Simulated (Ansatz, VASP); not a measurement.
Ca2B: VASP beside Ansatz

```
CELL_PARAMETERS angstrom
4.02928 0.00000 0.00000
-2.01464 3.48946 0.00000
0.00000 0.00000 28.56627
ATOMIC_POSITIONS crystal
Ca 0.66667 0.33333 0.31008
Ca 0.33333 0.66667 0.21502
B 0.00000 0.00000 0.26255
```

Alike in both runs: functional PBE; k mesh 12 × 12 × 1; occupations gaussian, width 0.1 eV; no spin polarisation.

Ansatz relaxed the structure, and its values are those at the end. VASP's run is a single point on that final structure, the one shown.

```csv
,VASP,Ansatz
version,VASP 6.6.1,Ansatz 0.2.0
potentials or method,"VASP PAW PBE potentials, release 64 (Ca_sv, B), cutoff 520 eV","scalar-relativistic, plane waves, PAW"
valence electrons in the cell,23,23
```

Ansatz gave:

| Quantity | Value |
| --- | --- |
| gap on the k mesh at the Fermi level (eV) | none |
| rms of the force components (eV/Å) | 0.002 |

Problem. What did VASP give for the same quantities?

Solution. gap on the k mesh at the Fermi level (eV): none; rms of the force components (eV/Å): 0.011.

A gap of «none» marks a metal or a gap that the smearing closes. The functional is the same, so the differences come from potentials, cutoffs and numerics.
